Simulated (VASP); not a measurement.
# Cu (Fm-3m) in VASP: further runs

The runs below take Cu through relaxation of cell and atoms, with PBEsol.

Program: VASP 6.6.1. These are calculated values, not measurements. Logs are shortened: lines on timing, memory, paths and dates and some standing lists are left out, and cuts for length are marked.

**1. The cell of the first run**

Symmetry: Fm-3m, No. 225, cubic system. Conventional cell: a = 3.615 Å, b = 3.615 Å, c = 3.615 Å, α = 90.00°, β = 90.00°, γ = 90.00°. Within 3.4 Å of Cu (site symmetry m-3m) lie 12 Cu at 2.56 Å.

**2. Relaxation of cell and atoms, PBEsol, target pressure 4 GPa, at which the enthalpy is minimised**

The input, INCAR:

```
SYSTEM = Cu
ALGO = Normal
EDIFF = 1E-6
EDIFFG = -0.02
ENCUT = 600
GGA = PS
IBRION = 2
ISIF = 3
ISMEAR = -1
LASPH = .True.
LCHARG = .False.
LREAL = .False.
LWAVE = .False.
NELM = 80
NSW = 80
PREC = Accurate
PSTRESS = 40.0
SIGMA = 0.05
```

The input, KPOINTS:

```
k-points
0
Gamma
  15 15 15
  0 0 0
```

The input, POSCAR:

```
Cu
1.0
    0.0000000000      1.8075000000      1.8075000000
    1.8075000000      0.0000000000      1.8075000000
    1.8075000000      1.8075000000      0.0000000000
Cu
1
Direct
    0.0000000000      0.0000000000      0.0000000000
```

Potentials or basis: VASP PAW PBE potentials, release 64 (Cu).

On the command line:

```sh
> cat potpaw_PBE.64/Cu/POTCAR > POTCAR
> mpirun -np 1 vasp_std > vasp.out
```

OUTCAR:

```text
SYSTEM = Cu
   EDIFF = 1E-6
   EDIFFG = -0.02
   ENCUT = 600
   GGA = PS
   IBRION = 2
   ISIF = 3
   ISMEAR = -1
   LASPH = .True.
   LREAL = .False.
   NELM = 80
   NSW = 80
   PREC = Accurate
   PSTRESS = 40.0

 ion  position               nearest neighbor table
   1  0.000  0.000  0.000-

  LATTYP: Found a face centered cubic cell.
 ALAT       =     3.6150000000

  Lattice vectors:

 A1 = (   0.0000000000,   1.8075000000,   1.8075000000)
 A2 = (   1.8075000000,   0.0000000000,   1.8075000000)
 A3 = (   1.8075000000,   1.8075000000,   0.0000000000)

Analysis of symmetry for initial positions (statically):
=====================================================================
 Subroutine PRICEL returns:
 Original cell was already a primitive cell.

 Routine SETGRP: Setting up the symmetry group for a
 face centered cubic supercell.

 Subroutine GETGRP returns: Found 48 space group operations
 (whereof 48 operations were pure point group operations)
 out of a pool of 48 trial point group operations.

The static configuration has the point symmetry O_h .

Analysis of symmetry for dynamics (positions and initial velocities):
=====================================================================
 Subroutine PRICEL returns:
 Original cell was already a primitive cell.

 Routine SETGRP: Setting up the symmetry group for a
 face centered cubic supercell.

 Subroutine GETGRP returns: Found 48 space group operations
 (whereof 48 operations were pure point group operations)
 out of a pool of 48 trial point group operations.

The dynamic configuration has the point symmetry O_h .

 Subroutine INISYM returns: Found 48 space group operations
 (whereof 48 operations are pure point group operations),
 and found     1 'primitive' translations

----------------------------------------------------------------------------------------

                                     Primitive cell

  volume of cell :      11.8104

  direct lattice vectors                    reciprocal lattice vectors
     0.000000000  1.807500000  1.807500000    -0.276625173  0.276625173  0.276625173
     1.807500000  0.000000000  1.807500000     0.276625173 -0.276625173  0.276625173
     1.807500000  1.807500000  0.000000000     0.276625173  0.276625173 -0.276625173

  length of vectors
     2.556191014  2.556191014  2.556191014     0.479128854  0.479128854  0.479128854

  position of ions in fractional coordinates (direct lattice)
     0.000000000  0.000000000  0.000000000

  ion indices of the primitive-cell ions
   primitive index   ion index
                 1           1

----------------------------------------------------------------------------------------

 KPOINTS: k-points

Automatic generation of k-mesh.
 Grid dimensions read from file:
 generate k-points for:   15   15   15

 Generating k-lattice:

  Cartesian coordinates                     Fractional coordinates (reciprocal lattice)
    -0.018441678  0.018441678  0.018441678     0.066666667  0.000000000  0.000000000
     0.018441678 -0.018441678  0.018441678     0.000000000  0.066666667  0.000000000
     0.018441678  0.018441678 -0.018441678     0.000000000  0.000000000  0.066666667

  Length of vectors
     0.031941924  0.031941924  0.031941924

  Shift w.r.t. Gamma in fractional coordinates (k-lattice)
     0.000000000  0.000000000  0.000000000

 Subroutine IBZKPT returns following result:
 ===========================================

 Found    120 irreducible k-points:

 Following reciprocal coordinates:
            Coordinates               Weight
  0.000000  0.000000  0.000000      1.000000
  0.066667  0.000000  0.000000      8.000000
  0.133333  0.000000  0.000000      8.000000
  0.200000  0.000000  0.000000      8.000000
  0.266667  0.000000  0.000000      8.000000
  0.333333  0.000000  0.000000      8.000000
[... 16 lines left out ...]
  0.133333  0.133333  0.000000      6.000000
  0.200000  0.133333  0.000000     24.000000
 [... further k-points ...]
   k-points           NKPTS =    120   k-points in BZ     NKDIM =    120   number of bands    NBANDS=      9
   number of dos      NEDOS =    301   number of ions     NIONS =      1
   total plane-waves  NPLWV =   8000
   dimension x,y,z NGX =    20 NGY =   20 NGZ =   20
   dimension x,y,z NGXF=    40 NGYF=   40 NGZF=   40
   ions per type =               1
   NGX,Y,Z   is equivalent  to a cutoff of  13.01, 13.01, 13.01 a.u.
   NGXF,Y,Z  is equivalent  to a cutoff of  26.01, 26.01, 26.01 a.u.
 SYSTEM =  Cu
   PREC   = accura    normal or accurate (medium, high low for compatibility)
   ISTART =      0    job   : 0-new  1-cont  2-samecut
   ICHARG =      2    charge: 1-file 2-atom 10-const
   ISPIN  =      1    spin polarized calculation?
   LNONCOLLINEAR =      F non collinear calculations
   LSORBIT =      F    spin-orbit coupling
   LASPH  =      T    aspherical Exc in radial PAW
   ENCUT  =  600.0 eV  44.10 Ry    6.64 a.u.   5.11  5.11  5.11*2*pi/ulx,y,z
   NELM   =     80;   NELMIN=  2; NELMDL= -5     # of ELM steps
   EDIFF  = 0.1E-05   stopping-criterion for ELM
   LREAL  =      F    real-space projection
   EDIFFG = -.2E-01   stopping-criterion for IOM
   NSW    =     80    number of steps for IOM
   IBRION =      2    ionic relax: 0-MD 1-quasi-New 2-CG
   NFREE  =      1    steps in history (QN), initial steepest desc. (CG)
   ISIF   =      3    stress and relaxation
   ISYM   =      2    0-nonsym 1-usesym 2-fastsym
   POTIM  = 0.5000    time-step for ionic-motion
   TEBEG  =    0.0;   TEEND  =   0.0 temperature during run
   PSTRESS=   40.0 pullay stress
   NELECT =      11.0000    total number of electrons
   NUPDOWN=      -1.0000    fix difference up-down
   EMIN   =  10.00;   EMAX   =-10.00  energy-range for DOS
   EFERMI =   0.00;   METHOD = LEGACY
   ISMEAR =    -1;   SIGMA  =   0.05  broadening in eV -4-tet -1-fermi 0-gaus
   EFERMI_NEDOS =   21; number of points for ismear=-14 and -15
   IALGO  =     38    algorithm
   IMIX   =      4    mixing-type and parameters
     AMIX     =   0.40;   BMIX     =  1.00
     AMIX_MAG =   1.60;   BMIX_MAG =  1.00
  volume/ion in A,a.u.               =      11.81        79.70
  Fermi-wavevector in a.u.,A,eV,Ry     =   1.598763  3.021224 34.777078  2.556043
  Thomas-Fermi vector in A             =   2.696162
   LORBIT       =      0    0 simple, 1 ext, 2 COOP (PROOUT), +10 PAW based schemes
   GGA     = PS    functional components
   LHFCALC =     F    Hartree Fock is set to
   AEXX    =    0.0000 exact exchange contribution
   IVDW    =     0    specifies the selected vdW correction
   LEPSILON=     F    determine dielectric tensor
   LRPA    =     F    only Hartree local field effects (RPA)
 conjugate gradient relaxation of ions
 non-spin polarized calculation
  energy-cutoff  :      600.00
  volume of cell :       11.81
 maximum number of plane-waves:       411
   NGX = 11   NGY = 11   NGZ = 11

--------------------------------------- Ionic step        1  -------------------------------------------

 number of electron      11.0000001 magnetization

 Free energy of the ion-electron system (eV)
  ---------------------------------------------------
  ext. energy  EPLUGINS =         0.00000000
  ---------------------------------------------------
  free energy    TOTEN  =        -4.30065213 eV

  energy without entropy =       -4.29756831  energy(sigma->0) =       -4.29911022

------------------------ aborting loop because EDIFF is reached ----------------------------------------

  FORCE on cell =-STRESS in cart. coord.  units (eV):
  Direction    XX          YY          ZZ          XY          YZ          ZX
  --------------------------------------------------------------------------------------
  -------------------------------------------------------------------------------------
  Total       -0.4303879     -0.4303879     -0.4303879      0.0000000     -0.0000000      0.0000000
  in kB      -58.3855946    -58.3855946    -58.3855946      0.0000000     -0.0000000      0.0000000
  external PRESSURE =     -98.3855946 kB  Pullay stress =      40.0000000 kB
[... 59 lines left out ...]
  enthalpy is  TOTEN    =        -4.0163537444 eV   P V=        0.2649797526

--------------------------------------- Ionic step        3  -------------------------------------------

 number of electron      11.0000009 magnetization

 Free energy of the ion-electron system (eV)
  ---------------------------------------------------
  ext. energy  EPLUGINS =         0.00000000
  ---------------------------------------------------
  free energy    TOTEN  =        -4.30639077 eV

  energy without entropy =       -4.30386833  energy(sigma->0) =       -4.30512955

 E-fermi :   8.2856     XC(G=0): -13.2779

 val. band max:        8.2616210318   @ k =  -0.4667   0.1333   0.0667
 cond. band min:       8.4160229087   @ k =   0.4667   0.2667   0.0000
 fundamental gap:      0.1544018769
 Fermi energy:         8.2856208851

 k-point     1 :       0.0000    0.0000    0.0000
  band No.  band energies     occupation
      1      -1.6793      2.00000
      2       4.9628      2.00000
      3       4.9628      2.00000
      4       4.9628      2.00000
      5       5.8786      2.00000
      6       5.8786      2.00000
      7      31.2796      0.00000
      8      34.3843      0.00000
      9      34.3843      0.00000
[... 265 lines left out ...]
 k-point    24 :       0.2000    0.1333    0.0000
  band No.  band energies     occupation
      1      -0.2069      2.00000
      2       4.5609      2.00000
      3       5.2604      2.00000
      4       5.2908      2.00000
      5       5.5985      2.00000
      6       6.0319      2.00000
      7      26.4696      0.00000
      8      28.8788      0.00000
      9      29.7787      0.00000

 [... further k-points ...]

------------------------ aborting loop because EDIFF is reached ----------------------------------------

  FORCE on cell =-STRESS in cart. coord.  units (eV):
  Direction    XX          YY          ZZ          XY          YZ          ZX
  --------------------------------------------------------------------------------------
  -------------------------------------------------------------------------------------
  Total        0.2755224      0.2755224      0.2755224     -0.0000000     -0.0000000      0.0000000
  in kB       39.7876574     39.7876574     39.7876574     -0.0000000     -0.0000000      0.0000000
  external PRESSURE =      -0.2123426 kB  Pullay stress =      40.0000000 kB
[... 16 lines left out ...]
  FREE ENERGIE OF THE ION-ELECTRON SYSTEM (eV)
  ---------------------------------------------------
  free  energy   TOTEN  =        -4.3063907702 eV

  energy  without entropy=       -4.3038683281  energy(sigma->0) =       -4.30512955

  enthalpy is  TOTEN    =        -4.0293979029 eV   P V=        0.2769928673

 reached required accuracy - stopping structural energy minimisation
```

Wall time 22 s (1 thread of Intel Xeon 6975P-C (Granite Rapids), shared host); peak memory 0.14 GiB.

What came out:

* Free energy: -4.3064 eV
* Relaxed volume: 11.09 Å³/atom
* Relaxed cell: a = 2.503 Å, b = 2.503 Å, c = 2.503 Å, α = 60.00°, β = 60.00°, γ = 60.00°
* Space group after relaxing (to 0.05 Å): Fm-3m (No. 225)
* Energy change on relaxing (the enthalpy is what falls): -5.7 meV/atom
* Ionic steps: 3
* Pressure after relaxing: 4.0 GPa

The path:
```tsv
step	energy change (eV)	largest force (eV/Å)	pressure (GPa)	volume (Å³)
1	0.0000	0.0000	-5.84	11.81
2	0.0193	0.0000	13.12	10.61
3	-0.0057	0.0000	3.98	11.09
```

Final structure:
```
Cu
1.0
     0.00000    1.77023    1.77023
     1.77023    0.00000    1.77023
     1.77023    1.77023    0.00000
Cu
1
Cartesian
  0.0000 0.0000 0.0000
```

Caveat: the cell is relaxed towards a set pressure, so the enthalpy falls and the energy may rise; the PAW data sets were made with another functional, which shifts forces and pressure a little.

[end of part 1 of 2]
